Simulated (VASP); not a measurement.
# BeS (P6_3/mmc) in VASP: a series of runs, part 2 of 2

VASP 6.6.1. The steps go on from the part before.

## (6) Relaxation of cell and atoms, PBEsol

INCAR

```
  PREC = Accurate
  ENCUT = 600
  EDIFF = 1E-6
  ISMEAR = -1
  SIGMA = 0.02
  LREAL = F
  LASPH = T
  NELM = 60
  ALGO = Normal
  ISIF = 3
  LWAVE = F
  LCHARG = F
  GGA = PS
  IBRION = 2
  NSW = 80
  EDIFFG = -0.005
```

KPOINTS

```
Automatic mesh
0
Gamma
  12 12 4
```

POSCAR

```
BeS
1.0
    3.4603891061      0.0000000000      0.0000000000
   -1.7301945531      2.9967848729      0.0000000000
    0.0000000000      0.0000000000      7.7040613800
Be S
2 2
Direct
    0.3333333333      0.6666666667      0.2500000000
    0.6666666667      0.3333333333      0.7500000000
    0.6666666667      0.3333333333      0.2500000000
    0.3333333333      0.6666666667      0.7500000000
```

Potentials or basis: VASP PAW PBE potentials, release 64 (Be, S).

Run with:

```
$ cat potpaw_PBE.64/Be/POTCAR potpaw_PBE.64/S/POTCAR > POTCAR
$ mpirun -np 1 vasp_std > vasp.out
```

OUTCAR:

```text
PREC = Accurate
   ENCUT = 600
   EDIFF = 1E-6
   ISMEAR = -1
   LREAL = F
   LASPH = T
   NELM = 60
   ISIF = 3
   GGA = PS
   IBRION = 2
   NSW = 80
   EDIFFG = -0.005

 ion  position               nearest neighbor table
   1  0.333  0.667  0.250-   3 2.00   3 2.00   3 2.00
   2  0.667  0.333  0.750-   4 2.00   4 2.00   4 2.00
   3  0.667  0.333  0.250-   1 2.00   1 2.00   1 2.00
   4  0.333  0.667  0.750-   2 2.00   2 2.00   2 2.00

  LATTYP: Found a hexagonal cell.
 ALAT       =     3.4603891061
 C/A-ratio  =     2.2263569627

  Lattice vectors:

 A1 = (   3.4603891061,   0.0000000000,   0.0000000000)
 A2 = (  -1.7301945531,   2.9967848729,   0.0000000000)
 A3 = (   0.0000000000,   0.0000000000,   7.7040613800)

Analysis of symmetry for initial positions (statically):
=====================================================================
 Subroutine PRICEL returns:
 Original cell was already a primitive cell.

 Routine SETGRP: Setting up the symmetry group for a
 hexagonal supercell.

 Subroutine GETGRP returns: Found 24 space group operations
 (whereof 12 operations were pure point group operations)
 out of a pool of 24 trial point group operations.

The static configuration has the point symmetry D_3d.
 The point group associated with its full space group is D_6h.

Analysis of symmetry for dynamics (positions and initial velocities):
=====================================================================
 Subroutine PRICEL returns:
 Original cell was already a primitive cell.

 Routine SETGRP: Setting up the symmetry group for a
 hexagonal supercell.

 Subroutine GETGRP returns: Found 24 space group operations
 (whereof 12 operations were pure point group operations)
 out of a pool of 24 trial point group operations.

The dynamic configuration has the point symmetry D_3d.
 The point group associated with its full space group is D_6h.

 Subroutine INISYM returns: Found 24 space group operations
 (whereof 12 operations are pure point group operations),
 and found     1 'primitive' translations

----------------------------------------------------------------------------------------

                                     Primitive cell

  volume of cell :      79.8914

  direct lattice vectors                    reciprocal lattice vectors
     3.460389106  0.000000000  0.000000000     0.288984842  0.166845476  0.000000000
    -1.730194553  2.996784873  0.000000000     0.000000000  0.333690953  0.000000000
     0.000000000  0.000000000  7.704061380     0.000000000  0.000000000  0.129801666

  length of vectors
     3.460389106  3.460389106  7.704061380     0.333690953  0.333690953  0.129801666

  position of ions in fractional coordinates (direct lattice)
     0.333333333  0.666666667  0.250000000
     0.666666667  0.333333333  0.750000000
     0.666666667  0.333333333  0.250000000
     0.333333333  0.666666667  0.750000000

  ion indices of the primitive-cell ions
   primitive index   ion index
                 1           1
                 2           2
                 3           3
                 4           4

----------------------------------------------------------------------------------------

 KPOINTS: Automatic mesh

Automatic generation of k-mesh.
 Grid dimensions read from file:
 generate k-points for:   12   12    4

 Generating k-lattice:

[... 64 lines left out ...]
   NSW    =     80    number of steps for IOM
   IBRION =      2    ionic relax: 0-MD 1-quasi-New 2-CG
   NFREE  =      1    steps in history (QN), initial steepest desc. (CG)
   ISIF   =      3    stress and relaxation
   ISYM   =      2    0-nonsym 1-usesym 2-fastsym
   POTIM  = 0.5000    time-step for ionic-motion
   TEBEG  =    0.0;   TEEND  =   0.0 temperature during run
   PSTRESS=    0.0 pullay stress
   NELECT =      16.0000    total number of electrons
   NUPDOWN=      -1.0000    fix difference up-down
   EMIN   =  10.00;   EMAX   =-10.00  energy-range for DOS
   EFERMI =   0.00;   METHOD = LEGACY
   ISMEAR =    -1;   SIGMA  =   0.02  broadening in eV -4-tet -1-fermi 0-gaus
   EFERMI_NEDOS =   21; number of points for ismear=-14 and -15
   IALGO  =     38    algorithm
   IMIX   =      4    mixing-type and parameters
     AMIX     =   0.40;   BMIX     =  1.00
     AMIX_MAG =   1.60;   BMIX_MAG =  1.00
  volume/ion in A,a.u.               =      19.97       134.78
  Fermi-wavevector in a.u.,A,eV,Ry     =   0.957815  1.810007 12.482102  0.917409
  Thomas-Fermi vector in A             =   2.086866
   LORBIT       =      0    0 simple, 1 ext, 2 COOP (PROOUT), +10 PAW based schemes
   GGA     = PS    functional components
   LHFCALC =     F    Hartree Fock is set to
   AEXX    =    0.0000 exact exchange contribution
   IVDW    =     0    specifies the selected vdW correction
   LEPSILON=     F    determine dielectric tensor
   LRPA    =     F    only Hartree local field effects (RPA)
 conjugate gradient relaxation of ions
 non-spin polarized calculation
  energy-cutoff  :      600.00
  volume of cell :       79.89
 maximum number of plane-waves:      2690
 NGX is ok and might be reduce to    28
   NGX = 13   NGY = 13   NGZ = 31

--------------------------------------- Ionic step        1  -------------------------------------------

 number of electron      16.0000000 magnetization

 Free energy of the ion-electron system (eV)
  ---------------------------------------------------
  ext. energy  EPLUGINS =         0.00000000
  ---------------------------------------------------
  free energy    TOTEN  =       -20.07262799 eV

  energy without entropy =      -20.07262799  energy(sigma->0) =      -20.07262799

------------------------ aborting loop because EDIFF is reached ----------------------------------------

  FORCE on cell =-STRESS in cart. coord.  units (eV):
  Direction    XX          YY          ZZ          XY          YZ          ZX
  --------------------------------------------------------------------------------------
  -------------------------------------------------------------------------------------
  Total       -0.5754359     -0.5754359     -0.5053897      0.0000000      0.0000000      0.0000000
  in kB      -11.5400405    -11.5400405    -10.1353031      0.0000000      0.0000000      0.0000000
  external PRESSURE =     -11.0717947 kB  Pullay stress =       0.0000000 kB
[... 95 lines left out ...]
  FREE ENERGIE OF THE ION-ELECTRON SYSTEM (eV)
  ---------------------------------------------------
  free  energy   TOTEN  =       -20.0771527484 eV

  energy  without entropy=      -20.0771527484  energy(sigma->0) =      -20.07715275

 E-fermi :   2.0262     XC(G=0):  -8.7167

 val. band max:        1.5643042959   @ k =   0.2500   0.2500   0.0000
 cond. band min:       5.3896625442   @ k =   0.5000   0.0000   0.2500
 fundamental gap:      3.8253582483
 Fermi energy:         2.0261854737

 k-point     1 :       0.0000    0.0000    0.0000
  band No.  band energies     occupation
      1     -10.9899      2.00000
      2     -10.5763      2.00000
      3      -1.9706      2.00000
      4       0.7952      2.00000
      5       0.7952      2.00000
      6       0.8041      2.00000
      7       0.9689      2.00000
      8       0.9689      2.00000
      9       6.2591      0.00000
     10       7.8022      0.00000
     11       7.8022      0.00000
     12       7.8734      0.00000
[... 333 lines left out ...]
      1     -10.1482      2.00000
      2      -9.9533      2.00000
      3      -2.3771      2.00000
      4      -2.2265      2.00000
      5      -0.3535      2.00000
      6      -0.3051      2.00000
      7      -0.1811      2.00000
      8       1.1726      2.00000
      9       6.3522      0.00000
     10       6.8243      0.00000
     11       7.1775      0.00000
     12       7.5717      0.00000

 [... further k-points ...]

[... ionic steps 4 to 11 ...]

--------------------------------------- Ionic step       12  -------------------------------------------

 number of electron      16.0000000 magnetization

------------------------ aborting loop because EDIFF is reached ----------------------------------------
[... 71 lines left out ...]
--------------------------------------- Ionic step       14  -------------------------------------------

 number of electron      16.0000000 magnetization

 Free energy of the ion-electron system (eV)
  ---------------------------------------------------
  ext. energy  EPLUGINS =         0.00000000
  ---------------------------------------------------
  free energy    TOTEN  =       -20.15282017 eV

  energy without entropy =      -20.15282017  energy(sigma->0) =      -20.15282017

 E-fermi :   3.5092     XC(G=0):  -9.3064

 val. band max:        3.0759220401   @ k =   0.1667   0.0833   0.0000
 cond. band min:       6.5140414450   @ k =   0.5000   0.0000   0.2500
 fundamental gap:      3.4381194050
 Fermi energy:         3.5091954344

 k-point     1 :       0.0000    0.0000    0.0000
  band No.  band energies     occupation
      1     -10.2281      2.00000
      2      -9.2737      2.00000
      3      -1.6330      2.00000
      4       1.5873      2.00000
      5       1.5873      2.00000
      6       2.0617      2.00000
      7       2.0617      2.00000
      8       2.9437      2.00000
      9       7.8291      0.00000
     10       8.2674      0.00000
     11       8.5029      0.00000
     12       8.5029      0.00000
[... 376 lines left out ...]
  FREE ENERGIE OF THE ION-ELECTRON SYSTEM (eV)
  ---------------------------------------------------
  free  energy   TOTEN  =       -20.1528201680 eV

  energy  without entropy=      -20.1528201680  energy(sigma->0) =      -20.15282017

 reached required accuracy - stopping structural energy minimisation
```

OSZICAR:

```text
N       E                     dE             d eps       ncg     rms          rms(c)
DAV:   1     0.738772141171E+02    0.73877E+02   -0.70193E+03  1368   0.123E+03
DAV:   2    -0.144309229334E+02   -0.88308E+02   -0.80473E+02  2040   0.190E+02
DAV:   3    -0.205430311773E+02   -0.61121E+01   -0.60823E+01  1788   0.598E+01
[... 139 lines left out ...]
DAV:   3    -0.201528605053E+02    0.81367E-03   -0.25947E-03  1500   0.305E-01    0.107E-01
DAV:   4    -0.201528562490E+02    0.42563E-05   -0.53820E-05  1652   0.633E-02    0.108E-01
DAV:   5    -0.201528392958E+02    0.16953E-04   -0.19097E-05  1608   0.283E-02    0.521E-02
DAV:   6    -0.201528202455E+02    0.19050E-04   -0.13428E-04  1524   0.657E-02    0.922E-02
DAV:   7    -0.201528201680E+02    0.77537E-07   -0.36138E-06  1592   0.158E-02
  14 F= -.20152820E+02 E0= -.20152820E+02  d E =-.397252E-03
```

CONTCAR:

```text
BeS
   1.00000000000000
     3.4746148381852509   -0.0000000000001890    0.0000000000000000
    -1.7373074191429949    3.0091047182737616   -0.0000000000000000
     0.0000000000000000   -0.0000000000000000    6.1947571203004754
  Be              S
     2     2
Direct
     0.3333333332999970    0.6666666667000030    0.2500000000000000
     0.6666666667000030    0.3333333332999970    0.7500000000000000
     0.6666666667000030    0.3333333332999970    0.2500000000000000
     0.3333333332999970    0.6666666667000030    0.7500000000000000

  0.00000000E+00  0.00000000E+00  0.00000000E+00
  0.00000000E+00  0.00000000E+00  0.00000000E+00
  0.00000000E+00  0.00000000E+00  0.00000000E+00
  0.00000000E+00  0.00000000E+00  0.00000000E+00
```

Wall time 5.4 min (1 thread of Intel Xeon Platinum 8488C (Sapphire Rapids), shared host); peak memory 0.25 GiB.

What came out:

- Free energy: -20.1528 eV
- Relaxed volume: 16.19 Å³/atom
- Relaxed cell: a = 3.475 Å, b = 3.475 Å, c = 6.195 Å, α = 90.00°, β = 90.00°, γ = 120.00°
- Space group after relaxing (to 0.05 Å): P6_3/mmc (No. 194)
- Energy gained by relaxing: 20.0 meV/atom
- Ionic steps: 14
- Pressure after relaxing: 0.0 GPa
- Band gap on the k mesh: 3.44 eV, indirect (least direct gap 4.08 eV)

The path:
```csv
step,energy change (eV),largest force (eV/Å),pressure (GPa),volume (Å³)
1,0.0000,0.0000,-1.11,79.89
2,-0.0043,0.0000,0.22,78.31
3,-0.0045,0.0000,-0.04,78.60
4,-0.0083,0.0000,-0.04,78.01
5,-0.0199,0.0000,-0.01,76.24
6,-0.0432,0.0000,0.14,72.68
7,-0.0741,0.0000,1.17,65.53
8,-0.0794,0.0000,0.17,65.48
9,-0.0798,0.0000,-0.19,65.46
10,-0.0798,0.0000,-0.16,65.47
11,-0.0799,0.0000,-0.11,65.36
12,-0.0801,0.0000,-0.09,65.06
13,-0.0801,0.0000,0.05,64.45
14,-0.0802,0.0000,0.03,64.77
```

Final structure:
```yaml
crystal:
  lattice:
    - [3.47461, 0.00000, 0.00000]
    - [-1.73731, 3.00910, 0.00000]
    - [0.00000, 0.00000, 6.19476]
  atoms:
    - { symbol: Be, position: [0.33333, 0.66667, 0.25000] }
    - { symbol: Be, position: [0.66667, 0.33333, 0.75000] }
    - { symbol: S, position: [0.66667, 0.33333, 0.25000] }
    - { symbol: S, position: [0.33333, 0.66667, 0.75000] }
```

Levels at points of the mesh, in eV from the valence-band top:
| k point | band 6 | band 7 | band 8 | band 9 | band 10 | band 11 |
| --- | --- | --- | --- | --- | --- | --- |
| (0.00, 0.00, 0.00) | -1.01 | -1.01 | -0.13 | 4.75 | 5.19 | 5.43 |
| (0.50, 0.00, 0.00) | -2.40 | -2.31 | -0.80 | 3.97 | 4.17 | 5.16 |
| (0.00, 0.00, 0.50) | -1.26 | -1.26 | -1.26 | 5.67 | 5.67 | 5.76 |
| (0.50, 0.00, 0.50) | -2.66 | -1.00 | -1.00 | 3.56 | 3.56 | 4.68 |

Caveat: the volume moved by over 15 % at a fixed basis, so the end points are rough; the PAW data sets were made with another functional, which shifts forces and pressure a little.

## (7) Relaxation of cell and atoms, LDA

INCAR

```
SYSTEM = BeS
ALGO = Normal ; EDIFF = 1E-6
EDIFFG = -0.005 ; ENCUT = 600
GGA = CA ; IBRION = 2
ISIF = 3 ; ISMEAR = -1
LASPH = .True. ; LCHARG = .False.
LREAL = .False. ; LWAVE = .False.
NELM = 80 ; NSW = 80
PREC = Accurate ; SIGMA = 0.02
```

KPOINTS

```
k-points
0
Gamma
  12 12 4
  0 0 0
```

POSCAR is that of step 6.

Potentials or basis: VASP PAW LDA potentials, release 64 (Be, S).

Run with:

```
$ cat potpaw_LDA.64/Be/POTCAR potpaw_LDA.64/S/POTCAR > POTCAR
$ mpirun -np 1 vasp_std > vasp.out
```

Wall time 4.6 min (1 thread of Intel Xeon Platinum 8488C (Sapphire Rapids), shared host); peak memory 0.22 GiB.

It converged, with:

```
Free energy                            : -21.2674 eV
Relaxed volume                         : 15.60 Å³/atom
Relaxed cell                           : a = 3.447 Å, b = 3.447 Å, c = 6.063 Å, α = 90.00°, β = 90.00°, γ = 120.00°
Space group after relaxing (to 0.05 Å) : P6_3/mmc (No. 194)
Energy gained by relaxing              : 38.9 meV/atom
Ionic steps                            : 15
Pressure after relaxing                : 0.0 GPa
Band gap on the k mesh                 : 3.28 eV, indirect (least direct gap 4.01 eV)
```

Step by step:
```tsv
step	energy change (eV)	largest force (eV/Å)	pressure (GPa)	volume (Å³)
1	0.0000	0.0000	-2.96	79.89
2	-0.0203	0.0000	1.30	75.70
3	-0.0288	0.0000	-0.29	77.13
4	-0.0363	0.0000	-0.30	76.42
5	-0.0592	0.0000	-0.27	74.26
6	-0.1037	0.0000	-0.06	69.94
7	-0.1481	0.0000	1.88	61.26
8	-0.1541	0.0000	0.62	61.23
9	-0.1542	0.0000	0.45	61.23
10	-0.1547	0.0000	0.30	61.44
11	-0.1553	0.0000	0.05	61.81
12	-0.1554	0.0000	-0.33	62.55
13	-0.1555	0.0000	-0.11	62.19
14	-0.1555	0.0000	-0.18	62.27
15	-0.1556	0.0000	0.00	62.39
```

Final structure:
```yaml
crystal:
  lattice:
    - [3.44694, 0.00000, 0.00000]
    - [-1.72347, 2.98514, 0.00000]
    - [0.00000, 0.00000, 6.06321]
  atoms:
    - { symbol: Be, position: [0.33333, 0.66667, 0.25000] }
    - { symbol: Be, position: [0.66667, 0.33333, 0.75000] }
    - { symbol: S, position: [0.66667, 0.33333, 0.25000] }
    - { symbol: S, position: [0.33333, 0.66667, 0.75000] }
```

Levels at points of the mesh, in eV from the valence-band top:
| k point | band 5 | band 6 | band 7 | band 8 | band 9 | band 10 | band 11 | band 12 |
| --- | --- | --- | --- | --- | --- | --- | --- | --- |
| (0.00, 0.00, 0.00) | -1.65 | -1.11 | -1.11 | -0.10 | 4.86 | 5.16 | 5.24 | 5.24 |
| (0.50, 0.00, 0.00) | -3.17 | -2.66 | -2.43 | -0.98 | 3.81 | 4.11 | 5.16 | 6.25 |
| (0.00, 0.00, 0.50) | -1.39 | -1.39 | -1.39 | -1.39 | 5.61 | 5.61 | 5.67 | 5.67 |
| (0.50, 0.00, 0.50) | -2.82 | -2.82 | -1.12 | -1.12 | 3.38 | 3.38 | 4.59 | 4.59 |

Caveat: the volume moved by over 15 % at a fixed basis, so the end points are rough. A k mesh can miss the band edges.

## (8) Overview

| task | level | potentials or basis | cell | k mesh | cutoff (eV) | smearing | gap on the mesh (eV) | pressure (GPa) | relaxed volume (Å³/atom) |
| --- | --- | --- | --- | --- | --- | --- | --- | --- | --- |
| single point | PBE | VASP PAW PBE potentials, release 64 (Be, S) | a = 3.460, b = 3.460, c = 7.704 Å, angles 90.0, 90.0, 120.0°, 4 atoms | 12 × 12 × 6 | 520 | fermi-dirac 0.02 eV | 4.14 | 0.0 | - |
| single point | r2SCAN | VASP PAW PBE potentials, release 64 (Be, S) | a = 3.462, b = 3.462, c = 6.992 Å, angles 90.0, 90.0, 120.0°, 4 atoms | 12 × 12 × 4 | 520 | fermi-dirac 0.02 eV | 4.45 | -0.1 | - |
| single point | r2SCAN | VASP PAW PBE potentials, release 64 (Be, S) | a = 3.462, b = 3.462, c = 6.992 Å, angles 90.0, 90.0, 120.0°, 4 atoms | 12 × 12 × 4 | 520 | gaussian 0.01 eV | 4.45 | -0.1 | - |
| relaxation of cell and atoms | PBE | VASP PAW PBE potentials, release 64 (Be, S) | relaxed from a = 3.321, b = 3.321, c = 4.151 Å, angles 90.0, 90.0, 120.0°, 4 atoms | 12 × 12 × 6 | 600 | fermi-dirac 0.02 eV | 3.80 | 0.0 | 17.72 |
| relaxation of cell and atoms | PBEsol | VASP PAW PBE potentials, release 64 (Be, S) | relaxed from a = 3.460, b = 3.460, c = 7.704 Å, angles 90.0, 90.0, 120.0°, 4 atoms | 12 × 12 × 4 | 600 | fermi-dirac 0.02 eV | 3.44 | 0.0 | 16.19 |
| relaxation of cell and atoms | LDA | VASP PAW LDA potentials, release 64 (Be, S) | relaxed from a = 3.460, b = 3.460, c = 7.704 Å, angles 90.0, 90.0, 120.0°, 4 atoms | 12 × 12 × 4 | 600 | fermi-dirac 0.02 eV | 3.28 | 0.0 | 15.60 |

Alike in all rows: no spin polarisation.

Caveats: the PAW data sets were made with another functional, which shifts forces and pressure a little (some runs); the volume moved by over 15 % at a fixed basis, so the end points are rough (some runs).

Absolute energies hang on the potentials; compare differences alone.
